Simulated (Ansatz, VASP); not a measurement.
**One calculation of C, two programs**

INCAR

```
PREC = Accurate
ENCUT = 520
EDIFF = 1E-6
ISMEAR = 0
SIGMA = 0.05
LREAL = F
LASPH = T
NELM = 60
ALGO = Normal
ISIF = 2
LWAVE = F
LCHARG = F
GGA = PE
NBANDS = 11
```

File KPOINTS:

```
regular mesh
0
Gamma
  12 12 12
```

Contents of POSCAR:

```
C
1.0
    0.0000000000      1.7834000000      1.7834000000
    1.7834000000      0.0000000000      1.7834000000
    1.7834000000      1.7834000000      0.0000000000
C
2
Direct
    0.2476729842      0.5000000000      0.5000000000
    0.7500000000      0.7500000000      0.7500000000
```

Input for Ansatz:

```yaml
crystal:
  lattice:
    - [0.0, 1.7834, 1.7834]
    - [1.7834, 0.0, 1.7834]
    - [1.7834, 1.7834, 0.0]
  atoms:
    - { symbol: C, position: [0.2476729842, 0.5, 0.5] }
    - { symbol: C, position: [0.75, 0.75, 0.75] }
basis:
  ecutwfc: 420
kpoints:
  mp_grid: { grid: [12, 12, 12] }
hamiltonian:
  xc: pbe
scf:
  occupations: { method: gaussian, width: 0.05 }
output:
  forces: true
  stress: true
  eigenvalues: true
```

Alike in both runs: task single point; functional PBE; k mesh 12 × 12 × 12; occupations gaussian, width 0.05 eV; no spin polarisation.

|  | VASP | Ansatz |
| --- | --- | --- |
| version | VASP 6.6.1 | Ansatz 0.2.0 |
| potentials or method | VASP PAW PBE potentials, release 64 (C), cutoff 520 eV | scalar-relativistic, plane waves, PAW |
| valence electrons in the cell | 8 | 8 |

```tsv
	VASP	Ansatz	Ansatz less VASP
gap on the k mesh at the Fermi level (eV)	none	none	-
rms of the force components (eV/Å)	17.549	17.250	-0.2991
```

Atom by atom the forces differ by 0.299 eV/Å (rms over components). A gap of «none» marks a metal or a gap that the smearing closes.
